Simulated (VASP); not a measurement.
# HfC5: single point with PBE

HfC5:

```
Hf C
1.0
     4.60579    0.00000    0.00000
    -2.30290    3.98873    0.00000
     0.00000    0.00000    2.57534
Hf C
1 5
Direct
  0.00000 0.00000 0.00000
  0.00000 0.50000 0.50000
  0.33333 0.66667 0.00000
  0.66667 0.33333 0.00000
  0.50000 0.00000 0.50000
  0.50000 0.50000 0.50000
```

The cell was built from a structure type or drawn by symmetry, and may not be a known phase.

* Program: VASP 6.6.1
* Task: single point
* Functional: PBE
* Potentials or basis: VASP PAW PBE potentials, release 64 (Hf_pv, C)
* Cutoff: 520 eV
* k mesh: 6 × 6 × 4
* Occupations: gaussian, width 0.1 eV
* Spin: no spin polarisation

```
Pressure               : -1.1 GPa
Band gap on the k mesh : zero (bands 15 and 16 overlap by 2.79 eV)
```

Stress tensor (GPa, compression positive):
```
-1.19  0.00  0.00
 0.00 -1.19  0.00
 0.00  0.00 -0.90
```

Levels at points of the mesh, in eV from the Fermi level:
```tsv
k point	band 13	band 14	band 15	band 16	band 17	band 18
(0.00, 0.00, 0.00)	0.78	0.98	1.54	1.81	1.81	2.01
(0.50, 0.00, 0.00)	-2.19	-2.19	0.29	1.41	1.79	3.17
(0.00, 0.00, 0.50)	-6.42	-0.85	-0.85	2.66	2.66	3.08
(0.50, 0.00, 0.50)	-2.65	-1.62	-1.43	-1.00	-0.93	0.76
```

It took 25 s on 1 thread of AMD EPYC 7R13 Processor (Zen 3), with other jobs on the host, peak memory 0.14 GiB.

Caveat: the k points lie up to 0.61 Å⁻¹ apart, too coarse for converged energies and pressures of a metal; spin-orbit coupling is left out, which moves the levels of the heavy elements.
